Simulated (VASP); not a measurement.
LiScF3: single point with PBE

Crystal: LiScF3.

```
CELL_PARAMETERS angstrom
5.60340 0.00000 0.00000
-2.80170 4.85269 0.00000
0.00000 0.00000 4.70686
ATOMIC_POSITIONS crystal
Li 0.00000 0.00000 0.00000
Li 0.00000 0.00000 0.50000
Sc 0.33333 0.66667 0.75000
Sc 0.66667 0.33333 0.25000
F 0.83333 0.66667 0.75000
F 0.33333 0.16667 0.75000
F 0.83333 0.16667 0.75000
F 0.16667 0.33333 0.25000
F 0.66667 0.83333 0.25000
F 0.16667 0.83333 0.25000
```

```json
{
 "Program": "VASP 6.6.1",
 "Task": "single point",
 "Functional": "PBE",
 "Potentials or basis": "VASP PAW PBE potentials, release 64 (Li_sv, Sc_sv, F)",
 "Cutoff": "520 eV",
 "k mesh": "6 × 6 × 4",
 "Occupations": "gaussian, width 0.1 eV",
 "Spin": "no spin polarisation",
 "Dipole correction": "no",
 "Further INCAR settings": "ALGO = Normal; EDIFF = 1e-07; NBANDS = 46"
}
```

The largest force is 0.263 eV/Å. The band gap on the k mesh is zero (bands 35 and 36 overlap by 0.44 eV).

Forces on the atoms (eV/Å):
```
Li   0.000  0.000  0.000
Li   0.000  0.000  0.000
Sc   0.000  0.000  0.000
Sc   0.000  0.000  0.000
F    0.000 -0.263  0.000
F    0.227  0.131  0.000
F   -0.227  0.131  0.000
F    0.000  0.263  0.000
F   -0.227 -0.131  0.000
F    0.227 -0.131  0.000
```

Levels at points of the mesh, in eV from the Fermi level:
```tsv
k point	band 30	band 31	band 32	band 33	band 34	band 35	band 36	band 37	band 38	band 39
(0.00, 0.00, 0.00)	-5.23	-5.23	-5.16	-5.14	-5.14	-0.26	0.01	0.01	0.01	0.01
(0.50, 0.00, 0.00)	-5.70	-5.54	-5.36	-5.24	-5.14	0.08	0.18	0.21	0.31	0.42
(0.00, 0.00, 0.50)	-5.44	-5.20	-5.20	-5.20	-5.20	-0.22	-0.22	-0.22	-0.22	0.29
(0.50, 0.00, 0.50)	-5.70	-5.38	-5.38	-5.28	-5.28	0.10	0.10	0.16	0.16	0.26
```

Run time: 110 s on 1 thread of Intel(R) Xeon(R) Platinum 8488C (Sapphire Rapids), on a shared host, peak memory 0.28 GiB.
